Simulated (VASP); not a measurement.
# Ni (P6_3/mmc) in VASP: further runs

The runs below take Ni through single point, with r2SCAN.

All numbers are computed with VASP 6.6.1; they aren't measurements. Logs are shortened: lines on timing, memory, paths and dates and some standing lists are left out, and cuts for length are marked.

## (1) The cell of the first run

It takes space group P6_3/mmc (No. 194, hexagonal). The conventional cell has a = 2.449 Å, b = 2.449 Å, c = 8.032 Å, α = 90.00°, β = 90.00°, γ = 120.00°. Ni (site symmetry -3m) has 12 Ni at 2.45 to 2.46 Å within 3.2 Å. Within 3.2 Å of Ni (site symmetry -6m2) lie 12 Ni at 2.45 to 2.46 Å.

## (2) Single point, r2SCAN

Contents of POSCAR:

```
Ni
1.0
    2.4489071636      0.0000000000      0.0000000000
   -1.2244535818      2.1208158152      0.0000000000
    0.0000000000      0.0000000000      8.0322887075
Ni
4
Direct
    1.0000000000      0.0000000000      0.0000000000
    1.0000000000      0.0000000000      0.5000000000
    0.3333333333      0.6666666667      0.2500000000
    0.6666666667      0.3333333333      0.7500000000
```

Contents of INCAR.step1:

```
SYSTEM = Ni
ALGO = Normal
EDIFF = 1E-4
ENCUT = 520
GGA = PE
ISMEAR = -1
LASPH = .TRUE.
LCHARG = .FALSE.
LREAL = .FALSE.
LWAVE = .TRUE.
NBANDS = 28
NELM = 60
PREC = Accurate
SIGMA = 0.1
```

Contents of INCAR.step2:

```
SYSTEM = Ni
ALGO = Normal
EDIFF = 1E-6
ENCUT = 520
ISIF = 2
ISMEAR = -1
ISTART = 1
LASPH = .TRUE.
LCHARG = .TRUE.
LELF = .TRUE.
LMIXTAU = .TRUE.
LREAL = .FALSE.
LVHAR = .TRUE.
LWAVE = .FALSE.
METAGGA = R2SCAN
NBANDS = 28
NELM = 60
PREC = Accurate
SIGMA = 0.1
```

Contents of KPOINTS:

```
k-points
0
G
  14 14 4
  0 0 0
```

Potentials or basis: VASP PAW PBE potentials, release 64 (Ni).

Launch:

```
cat potpaw_PBE.64/Ni/POTCAR > POTCAR
cp INCAR.step1 INCAR
mpirun -np 1 vasp_std > vasp.out
cp INCAR.step2 INCAR
mpirun -np 1 vasp_std > vasp.out
```

OUTCAR:

```text
SYSTEM = Ni
   EDIFF = 1E-6
   ENCUT = 520
   ISIF = 2
   ISMEAR = -1
   ISTART = 1
   LASPH = .TRUE.
   LREAL = .FALSE.
   METAGGA = R2SCAN
   NELM = 60
   PREC = Accurate

 ion  position               nearest neighbor table
   1  0.000  0.000  0.000-   3 2.46   4 2.46   4 2.46   3 2.46   4 2.46   3 2.46
   2  0.000  0.000  0.500-   3 2.46   4 2.46   4 2.46   3 2.46   4 2.46   3 2.46
   3  0.333  0.667  0.250-   1 2.46   2 2.46   1 2.46   2 2.46   1 2.46   2 2.46
   4  0.667  0.333  0.750-   1 2.46   2 2.46   1 2.46   2 2.46   1 2.46   2 2.46

  LATTYP: Found a hexagonal cell.
 ALAT       =     2.4489071636
 C/A-ratio  =     3.2799482262

  Lattice vectors:

 A1 = (   2.4489071636,   0.0000000000,   0.0000000000)
 A2 = (  -1.2244535818,   2.1208158152,   0.0000000000)
 A3 = (   0.0000000000,   0.0000000000,   8.0322887075)

Analysis of symmetry for initial positions (statically):
=====================================================================
 Subroutine PRICEL returns:
 Original cell was already a primitive cell.

 Routine SETGRP: Setting up the symmetry group for a
 hexagonal supercell.

 Subroutine GETGRP returns: Found 24 space group operations
 (whereof 12 operations were pure point group operations)
 out of a pool of 24 trial point group operations.

The static configuration has the point symmetry D_3d.
 The point group associated with its full space group is D_6h.

Analysis of symmetry for dynamics (positions and initial velocities):
=====================================================================
 Subroutine PRICEL returns:
 Original cell was already a primitive cell.

 Routine SETGRP: Setting up the symmetry group for a
 hexagonal supercell.

 Subroutine GETGRP returns: Found 24 space group operations
 (whereof 12 operations were pure point group operations)
 out of a pool of 24 trial point group operations.

The dynamic configuration has the point symmetry D_3d.
 The point group associated with its full space group is D_6h.

 Subroutine INISYM returns: Found 24 space group operations
 (whereof 12 operations are pure point group operations),
 and found     1 'primitive' translations

----------------------------------------------------------------------------------------

                                     Primitive cell

  volume of cell :      41.7171

  direct lattice vectors                    reciprocal lattice vectors
     2.448907164  0.000000000  0.000000000     0.408345410  0.235758332  0.000000000
    -1.224453582  2.120815815  0.000000000     0.000000000  0.471516665  0.000000000
[... 90 lines left out ...]
   LREAL  =      F    real-space projection
   EDIFFG = 0.1E-04   stopping-criterion for IOM
   NSW    =      0    number of steps for IOM
   IBRION =     -1    ionic relax: 0-MD 1-quasi-New 2-CG
   NFREE  =      0    steps in history (QN), initial steepest desc. (CG)
   ISIF   =      2    stress and relaxation
   ISYM   =      2    0-nonsym 1-usesym 2-fastsym
   POTIM  = 0.5000    time-step for ionic-motion
   TEBEG  =    0.0;   TEEND  =   0.0 temperature during run
   PSTRESS=    0.0 pullay stress
   NELECT =      40.0000    total number of electrons
   NUPDOWN=      -1.0000    fix difference up-down
   EMIN   =  10.00;   EMAX   =-10.00  energy-range for DOS
   EFERMI =   0.00;   METHOD = LEGACY
   ISMEAR =    -1;   SIGMA  =   0.10  broadening in eV -4-tet -1-fermi 0-gaus
   EFERMI_NEDOS =   21; number of points for ismear=-14 and -15
   IALGO  =     38    algorithm
   IMIX   =      4    mixing-type and parameters
     AMIX     =   0.40;   BMIX     =  1.00
     AMIX_MAG =   1.60;   BMIX_MAG =  1.00
  volume/ion in A,a.u.               =      10.43        70.38
  Fermi-wavevector in a.u.,A,eV,Ry     =   1.614321  3.050625 35.457233  2.606033
  Thomas-Fermi vector in A             =   2.709249
   LORBIT       =      0    0 simple, 1 ext, 2 COOP (PROOUT), +10 PAW based schemes
   METAGGA = R2SCAN    functional components
   LHFCALC =     F    Hartree Fock is set to
   AEXX    =    0.0000 exact exchange contribution
   IVDW    =     0    specifies the selected vdW correction
   LEPSILON=     F    determine dielectric tensor
   LRPA    =     F    only Hartree local field effects (RPA)
 non-spin polarized calculation
  energy-cutoff  :      520.00
  volume of cell :       41.72
 maximum number of plane-waves:      1151
   NGX =  9   NGY =  9   NGZ = 29

 number of electron      39.9999971 magnetization

 Free energy of the ion-electron system (eV)
  ---------------------------------------------------
  ext. energy  EPLUGINS =         0.00000000
  ---------------------------------------------------
  free energy    TOTEN  =       -47.44478997 eV

  energy without entropy =      -47.10586059  energy(sigma->0) =      -47.27532528

 E-fermi :   9.6037     XC(G=0): -14.6440

 val. band max:        9.6006021943   @ k =   0.2143   0.2143   0.2500
 cond. band min:       9.6077097281   @ k =   0.2857   0.2857   0.2500
 fundamental gap:      0.0071075338
 Fermi energy:         9.6036875283

 k-point     1 :       0.0000    0.0000    0.0000
  band No.  band energies     occupation
      1       0.1170      2.00000
      2       2.5050      2.00000
      3       2.5054      2.00000
      4       4.7922      2.00000
      5       7.1566      2.00000
      6       7.1865      2.00000
[... 733 lines left out ...]
     27      18.0805      0.00000
     28      19.3698      0.00000

 [... further k-points ...]

------------------------ aborting loop because EDIFF is reached ----------------------------------------

  FORCE on cell =-STRESS in cart. coord.  units (eV):
  Direction    XX          YY          ZZ          XY          YZ          ZX
  --------------------------------------------------------------------------------------
  -------------------------------------------------------------------------------------
  Total        0.1609568      0.1609568      0.1521167      0.0000000     -0.0000000      0.0000000
  in kB        6.1816630      6.1816630      5.8421519      0.0000000     -0.0000000      0.0000000
  external PRESSURE =       6.0684926 kB  Pullay stress =       0.0000000 kB

 VOLUME and BASIS-vectors are now :
 -----------------------------------------------------------------------------
  energy-cutoff  :      520.00
  volume of cell :       41.72
      direct lattice vectors                 reciprocal lattice vectors
     2.448907164  0.000000000  0.000000000     0.408345410  0.235758332  0.000000000
    -1.224453582  2.120815815  0.000000000     0.000000000  0.471516665  0.000000000
     0.000000000  0.000000000  8.032288707     0.000000000  0.000000000  0.124497517

 POSITION                                       TOTAL-FORCE (eV/Angst)
 -----------------------------------------------------------------------------------
      0.00000      0.00000      0.00000         0.000000      0.000000     -0.000000
      0.00000      0.00000      4.01614         0.000000      0.000000     -0.000000
     -0.00000      1.41388      2.00807         0.000000     -0.000000      0.000000
      1.22445      0.70694      6.02422        -0.000000      0.000000     -0.000000
 -----------------------------------------------------------------------------------
    total drift:                                0.000000     -0.000000      0.000000

  FREE ENERGIE OF THE ION-ELECTRON SYSTEM (eV)
  ---------------------------------------------------
  free  energy   TOTEN  =       -47.4447899722 eV

  energy  without entropy=      -47.1058605854  energy(sigma->0) =      -47.27532528
```

OUTCAR.step1:

```text
SYSTEM = Ni
   EDIFF = 1E-4
   ENCUT = 520
   GGA = PE
   ISMEAR = -1
   LASPH = .TRUE.
   LREAL = .FALSE.
   NELM = 60
[... 972 lines left out ...]
      0.00000      0.00000      4.01614        -0.000000      0.000000     -0.000000
     -0.00000      1.41388      2.00807         0.000000      0.000000      0.000000
      1.22445      0.70694      6.02422        -0.000000     -0.000000      0.000000
 -----------------------------------------------------------------------------------
    total drift:                                0.000000     -0.000000      0.000000

  FREE ENERGIE OF THE ION-ELECTRON SYSTEM (eV)
  ---------------------------------------------------
  free  energy   TOTEN  =       -21.7737770984 eV

  energy  without entropy=      -21.4234370114  energy(sigma->0) =      -21.59860705
```

Wall time 3.6 min (1 thread of Intel Xeon Platinum 8375C at 2.90GHz (Ice Lake), shared host); peak memory 0.19 GiB.

Results:

```
Free energy            : -47.4448 eV
Pressure               : 0.6 GPa
Band gap on the k mesh : zero (band 20 reaches 9.74 eV, above the bottom of band 21 at 9.09 eV)
```

Levels at points of the mesh, in eV from the Fermi level:
```tsv
k point	band 16	band 17	band 18	band 19	band 20	band 21	band 22	band 23	band 24	band 25
(0.00, 0.00, 0.00)	-1.10	-1.10	-0.76	-0.76	-0.50	-0.50	-0.30	-0.11	-0.11	6.59
(0.50, 0.00, 0.00)	-0.01	0.02	0.10	0.11	0.14	0.40	1.54	2.83	3.44	7.46
(0.00, 0.00, 0.50)	-1.77	-0.93	-0.93	-0.93	-0.93	-0.28	-0.28	-0.28	-0.28	9.71
(0.50, 0.00, 0.50)	-0.39	-0.02	-0.02	0.09	0.09	1.59	1.59	3.12	3.12	7.82
```

Caveat: the PAW data sets were made with another functional, which shifts forces and pressure a little; the run has no spin polarisation, though such a crystal can be magnetic.

## (3) Single point, r2SCAN, collinear spin, ferromagnetic start (volume scaled by 0.88)

Contents of POSCAR:

```
Ni
1.0
    2.3558606824      0.0000000000      0.0000000000
   -1.1779303412      2.0402351987      0.0000000000
    0.0000000000      0.0000000000      7.7262496480
Ni
4
Direct
    1.0000000000      0.0000000000      1.0000000000
    1.0000000000      0.0000000000      0.5000000000
    0.3333333333      0.6666666667      0.2500000000
    0.6666666667      0.3333333333      0.7500000000
```

Contents of INCAR.step1:

```
SYSTEM = Ni
PREC = Accurate ; ENCUT = 520
ISMEAR = -1 ; SIGMA = 0.05
LREAL = .FALSE. ; LASPH = .TRUE.
NELM = 150 ; ISPIN = 2
MAGMOM = -0.804 -0.804 -0.777 -0.777 ; LMAXMIX = 4
NBANDS = 32 ; GGA = PE
ALGO = Normal ; EDIFF = 1E-4
LWAVE = .TRUE. ; LCHARG = .FALSE.
```

Contents of INCAR.step2:

```
SYSTEM = Ni
PREC = Accurate ; ENCUT = 520
EDIFF = 1E-7 ; ISMEAR = -1
SIGMA = 0.05 ; LREAL = .FALSE.
LASPH = .TRUE. ; NELM = 150
ALGO = Normal ; ISIF = 2
LWAVE = .FALSE. ; LCHARG = .FALSE.
ISPIN = 2 ; MAGMOM = -0.804 -0.804 -0.777 -0.777
LORBIT = 11 ; LMAXMIX = 4
METAGGA = R2SCAN ; LMIXTAU = .TRUE.
NBANDS = 32 ; ISTART = 1
```

Contents of KPOINTS:

```
Automatic mesh
0
G
  16 16 5
  0 0 0
```

Potentials or basis: VASP PAW PBE potentials, release 64 (Ni).

Launch:

```
cat potpaw_PBE.64/Ni/POTCAR > POTCAR
cp INCAR.step1 INCAR
mpirun -np 1 vasp_std > vasp.out
cp INCAR.step2 INCAR
mpirun -np 1 vasp_std > vasp.out
```

It took 8.7 min on 1 thread of Intel Xeon 6975P-C (Granite Rapids), shared host; peak memory 0.27 GiB.

The run converged. Its results:

| Property | Result |
| --- | --- |
| Free energy | -47.2025 eV |
| Pressure | 37.2 GPa |
| Net moment | -2.59 μB per cell |
| Site moments | Ni -0.65 μB |
| Valence electrons inside the program's atomic spheres | Ni 9.68 |

Stress tensor (GPa, compression positive):
```
37.18  0.00  0.00
 0.00 37.18  0.00
 0.00  0.00 37.29
```

Levels at points of the mesh, in eV from the Fermi level:
Spin up:
| k point | band 15 | band 16 | band 17 | band 18 | band 19 | band 20 | band 21 | band 22 |
| --- | --- | --- | --- | --- | --- | --- | --- | --- |
| (0.00, 0.00, 0.00) | -1.84 | -1.25 | -1.25 | -0.93 | -0.81 | -0.81 | -0.38 | -0.38 |
| (0.50, 0.00, 0.00) | 0.02 | 0.17 | 0.21 | 0.31 | 0.42 | 0.50 | 0.57 | 1.14 |
Spin down:
```tsv
k point	band 17	band 18	band 19	band 20	band 21	band 22	band 23	band 24	band 25	band 26
(0.00, 0.00, 0.00)	-1.99	-1.65	-1.65	-1.39	-1.39	-0.97	-0.97	-0.73	6.91	16.48
(0.50, 0.00, 0.00)	-0.84	-0.83	-0.81	-0.78	-0.05	1.28	2.64	3.32	7.85	7.87
```

Caveat: the cell differs from its parent crystal (volume scaled by 0.88); the PAW data sets were made with another functional, which shifts forces and pressure a little.

## (4) Single point, r2SCAN, collinear spin, ferromagnetic start

This run uses another cell than the first one, of 10.55 Å³/atom, 1.012 times its volume.

Contents of POSCAR:

```
Ni
1.0
    2.4584192556      0.0000000000      0.0000000000
   -1.2292096278      2.1290535285      0.0000000000
    0.0000000000      0.0000000000      8.0625990897
Ni
4
Direct
    0.0000000000      1.0000000000      1.0000000000
    0.0000000000      0.0000000000      0.5000000000
    0.3333333333      0.6666666667      0.2500000000
    0.6666666667      0.3333333333      0.7500000000
```

INCAR.step1: that of step 3 with these lines changed.

```diff
@@ -5,3 +5,3 @@
 NELM = 150 ; ISPIN = 2
-MAGMOM = -0.804 -0.804 -0.777 -0.777 ; LMAXMIX = 4
+MAGMOM = 0.8 0.8 0.8 0.8 ; LMAXMIX = 4
 NBANDS = 32 ; GGA = PE
```

Contents of INCAR.step2:

```
SYSTEM = Ni
PREC = Accurate ; ENCUT = 520
EDIFF = 1E-6 ; ISMEAR = -1
SIGMA = 0.05 ; LREAL = .FALSE.
LASPH = .TRUE. ; NELM = 150
ALGO = Normal ; ISIF = 2
LWAVE = .FALSE. ; LCHARG = .TRUE.
ISPIN = 2 ; MAGMOM = 0.8 0.8 0.8 0.8
LORBIT = 11 ; LMAXMIX = 4
METAGGA = R2SCAN ; LMIXTAU = .TRUE.
LELF = .TRUE. ; LVHAR = .TRUE.
NBANDS = 32 ; ISTART = 1
```

Contents of KPOINTS:

```
regular mesh
0
G
  14 14 4
  0 0 0
```

Launch:

```
cat potpaw_PBE.64/Ni/POTCAR > POTCAR
cp INCAR.step1 INCAR
mpirun -np 1 vasp_std > vasp.out
cp INCAR.step2 INCAR
mpirun -np 1 vasp_std > vasp.out
```

Wall time 25 min (1 thread of Oxide Virtual Turin-like, shared host); peak memory 0.23 GiB.

The run converged. Its results:

```
Free energy                                           : -47.7307 eV
Pressure                                              : 0.4 GPa
Net moment                                            : 2.96 μB per cell
Site moments                                          : Ni +0.77, +0.75 μB
Valence electrons inside the program's atomic spheres : Ni 9.40, 9.41
```

Levels at points of the mesh, in eV from the Fermi level:
Spin up:
```csv
k point,band 20,band 21,band 22,band 23,band 24,band 25
"(0.00, 0.00, 0.00)",-1.47,-1.47,-1.10,-1.10,-0.49,5.84
"(0.50, 0.00, 0.00)",-0.93,0.06,1.27,2.23,2.87,6.75
"(0.00, 0.00, 0.50)",-1.76,-1.24,-1.24,-1.24,-1.24,9.09
"(0.50, 0.00, 0.50)",-0.94,0.99,0.99,2.60,2.60,7.17
```
Spin down:
```tsv
k point	band 15	band 16	band 17	band 18	band 19	band 20	band 21	band 22
(0.00, 0.00, 0.00)	-1.46	-1.04	-1.04	-0.71	-0.67	-0.67	-0.20	-0.20
(0.50, 0.00, 0.00)	0.08	0.16	0.23	0.32	0.43	0.55	0.60	1.10
(0.00, 0.00, 0.50)	-1.57	-1.57	-0.84	-0.84	-0.84	-0.84	0.02	0.02
(0.50, 0.00, 0.50)	-0.34	-0.34	0.28	0.28	0.46	0.46	1.53	1.53
```

Caveat: the PAW data sets were made with another functional, which shifts forces and pressure a little.

## (5) Summary

| spin | cell | k mesh | smearing | gap on the mesh (eV) | pressure (GPa) | moment (μB) |
| --- | --- | --- | --- | --- | --- | --- |
| off | a = 2.449, b = 2.449, c = 8.032 Å, angles 90.0, 90.0, 120.0°, 4 atoms | 14 × 14 × 4 | fermi-dirac 0.1 eV | none | 0.6 | - |
| collinear, ferromagnetic start | a = 2.356, b = 2.356, c = 7.726 Å, angles 90.0, 90.0, 120.0°, 4 atoms | 16 × 16 × 5 | fermi-dirac 0.05 eV | none | 37.2 | 2.59 |
| collinear, ferromagnetic start | a = 2.458, b = 2.458, c = 8.063 Å, angles 90.0, 90.0, 120.0°, 4 atoms | 14 × 14 × 4 | fermi-dirac 0.05 eV | none | 0.4 | 2.96 |

Alike in all rows: task single point; level r2SCAN; potentials or basis VASP PAW PBE potentials, release 64 (Ni); cutoff (eV) 520.

Caveats: the PAW data sets were made with another functional, which shifts forces and pressure a little.

Absolute energies hang on the potentials; compare differences alone.
